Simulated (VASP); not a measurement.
# MoS2 (P6_3/mmc) in VASP: notebook

Runs on MoS2. Level: PBEsol. Tasks: single point.

All numbers are computed with VASP 6.6.1; they aren't measurements. Logs are shortened: lines on timing, memory, paths and dates and some standing lists are left out, and cuts for length are marked.

## (1) The cell of the first run

It takes space group P6_3/mmc (No. 194, hexagonal). The conventional cell has a = 3.141 Å, b = 3.141 Å, c = 12.837 Å, α = 90.00°, β = 90.00°, γ = 120.00°. Within 3.2 Å of Mo (site symmetry -6m2) lie 6 S at 2.39 Å and 6 Mo at 3.14 Å. S (site symmetry 3m) has 3 Mo at 2.39 Å and 7 S at 3.12 to 3.14 Å within 3.2 Å.

## (2) Single point, PBEsol

Input file INCAR:

```
SYSTEM = MoS2
PREC     = Accurate       ! precision mode
ENCUT    = 520            ! plane-wave cutoff, eV
EDIFF    = 1E-7           ! SCF threshold, eV
ISMEAR   = 0              ! smearing method
SIGMA    = 0.02           ! smearing width, eV
LREAL    = .FALSE.        ! projectors in reciprocal space
LASPH    = .TRUE.         ! aspherical terms in the spheres
NELM     = 80             ! most SCF steps
ALGO     = Normal         ! electronic algorithm
ISIF     = 2              ! what is computed and relaxed
LWAVE    = .FALSE.        ! write WAVECAR
LCHARG   = .FALSE.        ! write CHGCAR
GGA      = PS             ! functional
NBANDS   = 35             ! bands
```

Input file KPOINTS:

```
Automatic mesh
0
G
  12 12 2
  0 0 0
```

Input file POSCAR:

```
MoS2
1.0
    3.1413882571      0.0000000000      0.0000000000
   -1.5706941286      2.7205220338      0.0000000000
    0.0000000000      0.0000000000     12.8367904532
Mo S
2 4
Direct
    0.6666666667      0.3333333333      0.2500000000
    0.3333333333      0.6666666667      0.7500000000
    0.6666666667      0.3333333333      0.6285143205
    0.3333333333      0.6666666667      0.3714856795
    0.6666666667      0.3333333333      0.8714856795
    0.3333333333      0.6666666667      0.1285143205
```

Potentials or basis: VASP PAW PBE potentials, release 64 (Mo_sv, S).

Launch:

```bash
$ cat potpaw_PBE.64/Mo_sv/POTCAR potpaw_PBE.64/S/POTCAR > POTCAR
$ mpirun -np 1 vasp_std > vasp.out
```

OUTCAR:

```text
SYSTEM = MoS2
   PREC = Accurate
   ENCUT = 520
   EDIFF = 1E-7
   ISMEAR = 0
   LREAL = .FALSE.
   LASPH = .TRUE.
   NELM = 80
   ISIF = 2
   GGA = PS

 ion  position               nearest neighbor table
   1  0.667  0.333  0.250-   4 2.39   6 2.39   4 2.39   6 2.39   4 2.39   6 2.39
   2  0.333  0.667  0.750-   3 2.39   5 2.39   3 2.39   5 2.39   3 2.39   5 2.39
   3  0.667  0.333  0.629-   2 2.39   2 2.39   2 2.39
   4  0.333  0.667  0.371-   1 2.39   1 2.39   1 2.39
   5  0.667  0.333  0.871-   2 2.39   2 2.39   2 2.39
   6  0.333  0.667  0.129-   1 2.39   1 2.39   1 2.39

  LATTYP: Found a hexagonal cell.
 ALAT       =     3.1413882571
 C/A-ratio  =     4.0863431714

  Lattice vectors:

 A1 = (   3.1413882571,   0.0000000000,   0.0000000000)
 A2 = (  -1.5706941286,   2.7205220338,   0.0000000000)
 A3 = (   0.0000000000,   0.0000000000,  12.8367904532)

Analysis of symmetry for initial positions (statically):
=====================================================================
 Subroutine PRICEL returns:
 Original cell was already a primitive cell.

 Routine SETGRP: Setting up the symmetry group for a
 hexagonal supercell.

 Subroutine GETGRP returns: Found 24 space group operations
 (whereof 12 operations were pure point group operations)
 out of a pool of 24 trial point group operations.

The static configuration has the point symmetry D_3d.
 The point group associated with its full space group is D_6h.

Analysis of symmetry for dynamics (positions and initial velocities):
=====================================================================
 Subroutine PRICEL returns:
 Original cell was already a primitive cell.

 Routine SETGRP: Setting up the symmetry group for a
 hexagonal supercell.

 Subroutine GETGRP returns: Found 24 space group operations
 (whereof 12 operations were pure point group operations)
 out of a pool of 24 trial point group operations.

The dynamic configuration has the point symmetry D_3d.
 The point group associated with its full space group is D_6h.

 Subroutine INISYM returns: Found 24 space group operations
 (whereof 12 operations are pure point group operations),
 and found     1 'primitive' translations

----------------------------------------------------------------------------------------

                                     Primitive cell

  volume of cell :     109.7060

  direct lattice vectors                    reciprocal lattice vectors
[... 98 lines left out ...]
   NSW    =      0    number of steps for IOM
   IBRION =     -1    ionic relax: 0-MD 1-quasi-New 2-CG
   NFREE  =      0    steps in history (QN), initial steepest desc. (CG)
   ISIF   =      2    stress and relaxation
   ISYM   =      2    0-nonsym 1-usesym 2-fastsym
   POTIM  = 0.5000    time-step for ionic-motion
   TEBEG  =    0.0;   TEEND  =   0.0 temperature during run
   PSTRESS=    0.0 pullay stress
   NELECT =      52.0000    total number of electrons
   NUPDOWN=      -1.0000    fix difference up-down
   EMIN   =  10.00;   EMAX   =-10.00  energy-range for DOS
   EFERMI =   0.00;   METHOD = LEGACY
   ISMEAR =     0;   SIGMA  =   0.02  broadening in eV -4-tet -1-fermi 0-gaus
   EFERMI_NEDOS =   21; number of points for ismear=-14 and -15
   IALGO  =     38    algorithm
   IMIX   =      4    mixing-type and parameters
     AMIX     =   0.40;   BMIX     =  1.00
     AMIX_MAG =   1.60;   BMIX_MAG =  1.00
  volume/ion in A,a.u.               =      18.28       123.39
  Fermi-wavevector in a.u.,A,eV,Ry     =   1.276436  2.412115 22.167834  1.629290
  Thomas-Fermi vector in A             =   2.409093
   LORBIT       =      0    0 simple, 1 ext, 2 COOP (PROOUT), +10 PAW based schemes
   GGA     = PS    functional components
   LHFCALC =     F    Hartree Fock is set to
   AEXX    =    0.0000 exact exchange contribution
   IVDW    =     0    specifies the selected vdW correction
   LEPSILON=     F    determine dielectric tensor
   LRPA    =     F    only Hartree local field effects (RPA)
 non-spin polarized calculation
 Gauss-broadening in eV      SIGMA  =   0.02
  energy-cutoff  :      520.00
  volume of cell :      109.71
 maximum number of plane-waves:      2974
 NGX is ok and might be reduce to    24
   NGX = 11   NGY = 11   NGZ = 47

 number of electron      52.0000005 magnetization

 Free energy of the ion-electron system (eV)
  ---------------------------------------------------
  ext. energy  EPLUGINS =         0.00000000
  ---------------------------------------------------
  free energy    TOTEN  =       -46.90369266 eV

  energy without entropy =      -46.90369266  energy(sigma->0) =      -46.90369266

 E-fermi :   7.1135     XC(G=0): -10.7767

 val. band max:        6.9272299616   @ k =   0.0000   0.0000   0.0000
 cond. band min:       8.0302616566   @ k =   0.1667   0.1667   0.0000
 fundamental gap:      1.1030316950
 Fermi energy:         7.1134837476

 k-point     1 :       0.0000    0.0000    0.0000
  band No.  band energies     occupation
      1     -54.2787      2.00000
      2     -54.2787      2.00000
      3     -28.4900      2.00000
      4     -28.4900      2.00000
      5     -28.2269      2.00000
      6     -28.2269      2.00000
[... 901 lines left out ...]
     34      10.6781      0.00000
     35      13.8621      0.00000

 [... further k-points ...]

------------------------ aborting loop because EDIFF is reached ----------------------------------------

  FORCE on cell =-STRESS in cart. coord.  units (eV):
  Direction    XX          YY          ZZ          XY          YZ          ZX
  --------------------------------------------------------------------------------------
  -------------------------------------------------------------------------------------
  Total       -0.0445466     -0.0445466     -0.2262874      0.0000000     -0.0000000      0.0000000
  in kB       -0.6505705     -0.6505705     -3.3047659      0.0000000     -0.0000000      0.0000000
  external PRESSURE =      -1.5353023 kB  Pullay stress =       0.0000000 kB

 VOLUME and BASIS-vectors are now :
 -----------------------------------------------------------------------------
  energy-cutoff  :      520.00
  volume of cell :      109.71
      direct lattice vectors                 reciprocal lattice vectors
     3.141388257  0.000000000  0.000000000     0.318330597  0.183788256  0.000000000
    -1.570694129  2.720522034  0.000000000     0.000000000  0.367576512  0.000000000
     0.000000000  0.000000000 12.836790453     0.000000000  0.000000000  0.077901092

 POSITION                                       TOTAL-FORCE (eV/Angst)
 -----------------------------------------------------------------------------------
      1.57069      0.90684      3.20920        -0.000000      0.000000     -0.000000
     -0.00000      1.81368      9.62759         0.000000     -0.000000     -0.000000
      1.57069      0.90684      8.06811         0.000000     -0.000000     -0.002507
     -0.00000      1.81368      4.76868         0.000000      0.000000      0.002507
      1.57069      0.90684     11.18708         0.000000     -0.000000      0.002507
     -0.00000      1.81368      1.64971        -0.000000      0.000000     -0.002507
 -----------------------------------------------------------------------------------
    total drift:                               -0.000000      0.000000     -0.000000

  FREE ENERGIE OF THE ION-ELECTRON SYSTEM (eV)
  ---------------------------------------------------
  free  energy   TOTEN  =       -46.9036926588 eV

  energy  without entropy=      -46.9036926588  energy(sigma->0) =      -46.90369266
```

OSZICAR:

```text
N       E                     dE             d eps       ncg     rms          rms(c)
DAV:   1     0.441759833844E+03    0.44176E+03   -0.29288E+04  2932   0.141E+03
DAV:   2    -0.265012435828E+02   -0.46826E+03   -0.45284E+03  3215   0.367E+02
DAV:   3    -0.493115807761E+02   -0.22810E+02   -0.22366E+02  3250   0.735E+01
DAV:   4    -0.497916762720E+02   -0.48010E+00   -0.47884E+00  3185   0.105E+01
DAV:   5    -0.498005076105E+02   -0.88313E-02   -0.88300E-02  3122   0.147E+00    0.367E+01
DAV:   6    -0.476197711994E+02    0.21807E+01   -0.11428E+01  2905   0.217E+01    0.123E+01
DAV:   7    -0.472737732093E+02    0.34600E+00   -0.51979E+00  2867   0.138E+01    0.832E+00
DAV:   8    -0.469043172844E+02    0.36946E+00   -0.84702E-01  2868   0.618E+00    0.294E+00
DAV:   9    -0.469117024889E+02   -0.73852E-02   -0.10402E-01  3102   0.158E+00    0.133E+00
DAV:  10    -0.469038235532E+02    0.78789E-02   -0.33723E-02  2905   0.124E+00    0.384E-01
DAV:  11    -0.469038447311E+02   -0.21178E-04   -0.17963E-03  2927   0.234E-01    0.193E-01
DAV:  12    -0.469036908151E+02    0.15392E-03   -0.36990E-04  2962   0.109E-01    0.105E-01
DAV:  13    -0.469036890941E+02    0.17210E-05   -0.15741E-04  3050   0.604E-02    0.735E-03
DAV:  14    -0.469036920269E+02   -0.29328E-05   -0.10869E-05  2934   0.170E-02    0.166E-02
DAV:  15    -0.469036926618E+02   -0.63490E-06   -0.21591E-06  2900   0.727E-03    0.575E-03
DAV:  16    -0.469036926588E+02    0.30850E-08   -0.38677E-07  2636   0.387E-03
   1 F= -.46903693E+02 E0= -.46903693E+02  d E =-.847931E-42
```

Wall time 75 s (1 thread of Intel Xeon 6975P-C (Granite Rapids), shared host); peak memory 0.28 GiB.

Results:

| Quantity | Value |
| --- | --- |
| Free energy | -46.9037 eV |
| Pressure | -0.2 GPa |
| Band gap on the k mesh | 1.10 eV (least direct gap 1.76 eV) |

Forces in eV/Å, atoms in the order of the input:
```
Mo   0.000  0.000  0.000
Mo   0.000  0.000  0.000
S    0.000  0.000 -0.003
S    0.000  0.000  0.003
S    0.000  0.000  0.003
S    0.000  0.000 -0.003
```

Caveat: the PAW data sets were made with another functional, which shifts forces and pressure a little; this functional lacks dispersion, which binds layers or chains, so the pressure and a relaxed spacing across them are unreliable. A k mesh can miss the band edges.

## (3) Single point, PBEsol (strain along c alone, the other axes held: +4.0 %, then relaxed in part)

Input file INCAR:

```
SYSTEM = MoS2
ALGO     = Normal         ! electronic algorithm
EDIFF    = 1E-6           ! SCF threshold, eV
ENCUT    = 520            ! plane-wave cutoff, eV
GGA      = PS             ! functional
ISIF     = 2              ! what is computed and relaxed
ISMEAR   = 0              ! smearing method
LASPH    = .True.         ! aspherical terms in the spheres
LCHARG   = .False.        ! write CHGCAR
LREAL    = .False.        ! projectors in reciprocal space
LWAVE    = .False.        ! write WAVECAR
NBANDS   = 35             ! bands
NELM     = 60             ! most SCF steps
PREC     = Accurate       ! precision mode
SIGMA    = 0.02           ! smearing width, eV
```

Input file KPOINTS:

```
k-points
0
Gamma
  12 12 2
  0 0 0
```

Input file POSCAR:

```
MoS2
1.0
    3.1413882571      0.0000000000      0.0000000000
   -1.5706941286      2.7205220338      0.0000000000
    0.0000000000      0.0000000000     13.0884922268
Mo S
2 4
Direct
    0.6666666667      0.3333333333      0.2500000000
    0.3333333333      0.6666666667      0.7500000000
    0.6666666667      0.3333333333      0.6308380747
    0.3333333333      0.6666666667      0.3691619253
    0.6666666667      0.3333333333      0.8691619253
    0.3333333333      0.6666666667      0.1308380747
```

Potentials or basis: VASP PAW PBE potentials, release 64 (Mo_sv, S).

Launch:

```bash
$ cat potpaw_PBE.64/Mo_sv/POTCAR potpaw_PBE.64/S/POTCAR > POTCAR
$ mpirun -np 1 vasp_std > vasp.out
```

Wall time 69 s (1 thread of Intel Xeon 6975P-C (Granite Rapids), shared host); peak memory 0.29 GiB.

The run converged. Its results:

* Free energy: -46.8987 eV
* Pressure: -0.2 GPa
* Band gap on the k mesh: 1.20 eV (least direct gap 1.77 eV)

Forces in eV/Å, atoms in the order of the input:
```
Mo   0.000  0.000  0.000
Mo   0.000  0.000  0.000
S    0.000  0.000 -0.002
S    0.000  0.000  0.002
S    0.000  0.000  0.002
S    0.000  0.000 -0.002
```

Stress tensor (GPa, compression positive):
```
-0.11  0.00  0.00
 0.00 -0.11  0.00
 0.00  0.00 -0.50
```

Levels at points of the mesh, in eV from the valence-band top:
```
           k point  band 23  band 24  band 25  band 26  band 27  band 28  band 29  band 30
(0.00, 0.00, 0.00)    -1.89    -1.45    -0.93     0.00     2.45     2.45     2.46     2.46
(0.50, 0.00, 0.00)    -1.37    -1.28    -1.13    -1.09     1.96     1.98     2.37     2.57
(0.00, 0.00, 0.50)    -1.89    -1.89    -0.28    -0.28     2.45     2.45     2.45     2.45
(0.50, 0.00, 0.50)    -1.32    -1.32    -1.11    -1.11     1.97     1.97     2.47     2.47
```

Caveat: the cell differs from its parent crystal (strain along c alone, the other axes held: +4.0 %, then relaxed in part); the PAW data sets were made with another functional, which shifts forces and pressure a little; this functional lacks dispersion, which binds layers or chains, so the pressure and a relaxed spacing across them are unreliable. A k mesh can miss the band edges.

## (4) Single point, PBEsol (strain along c alone, the other axes held: +6.0 %, then relaxed in part)

Input file INCAR:

```
PREC = Accurate ; ENCUT = 520
EDIFF = 1E-6 ; ISMEAR = 0
SIGMA = 0.02 ; LREAL = False
LASPH = True ; NELM = 60
ALGO = Normal ; ISIF = 2
LWAVE = False ; LCHARG = False
GGA = PS ; NBANDS = 35
```

Input file KPOINTS:

```
regular mesh
0
Gamma
  12 12 2
```

Input file POSCAR:

```
MoS2
1.0
    3.1413882571      0.0000000000      0.0000000000
   -1.5706941286      2.7205220338      0.0000000000
    0.0000000000      0.0000000000     13.3401940004
Mo S
2 4
Direct
    0.6666666667      0.3333333333      0.2500000000
    0.3333333333      0.6666666667      0.7500000000
    0.6666666667      0.3333333333      0.6330895797
    0.3333333333      0.6666666667      0.3669104203
    0.6666666667      0.3333333333      0.8669104203
    0.3333333333      0.6666666667      0.1330895797
```

Launch:

```bash
$ cat potpaw_PBE.64/Mo_sv/POTCAR potpaw_PBE.64/S/POTCAR > POTCAR
$ mpirun -np 1 vasp_std > vasp.out
```

Wall time 85 s (1 thread of Intel Xeon 6975P-C (Granite Rapids), shared host); peak memory 0.29 GiB.

It converged, with:

| Property | Result |
| --- | --- |
| Free energy | -46.8925 eV |
| Pressure | -0.3 GPa |
| Band gap on the k mesh | 1.29 eV (least direct gap 1.77 eV) |

Forces on the atoms (eV/Å):
```
Mo   0.000  0.000  0.000
Mo   0.000  0.000  0.000
S    0.000  0.000 -0.002
S    0.000  0.000  0.002
S    0.000  0.000  0.002
S    0.000  0.000 -0.002
```

Stress tensor (GPa, compression positive):
```
-0.12  0.00  0.00
 0.00 -0.12  0.00
 0.00  0.00 -0.52
```

Levels at points of the mesh, in eV from the valence-band top:
```csv
k point,band 22,band 23,band 24,band 25,band 26,band 27,band 28,band 29,band 30,band 31
"(0.00, 0.00, 0.00)",-1.83,-1.83,-1.51,-0.83,0.00,2.51,2.51,2.52,2.52,2.76
"(0.50, 0.00, 0.00)",-2.28,-1.29,-1.23,-1.06,-1.03,2.02,2.04,2.45,2.62,3.31
"(0.00, 0.00, 0.50)",-1.83,-1.83,-1.83,-0.27,-0.27,2.52,2.52,2.52,2.52,2.79
"(0.50, 0.00, 0.50)",-2.33,-1.26,-1.26,-1.05,-1.05,2.03,2.03,2.53,2.53,3.55
```

Caveat: the cell differs from its parent crystal (strain along c alone, the other axes held: +6.0 %, then relaxed in part); the PAW data sets were made with another functional, which shifts forces and pressure a little; this functional lacks dispersion, which binds layers or chains, so the pressure and a relaxed spacing across them are unreliable.

(Part 1 of 2 ends here.)
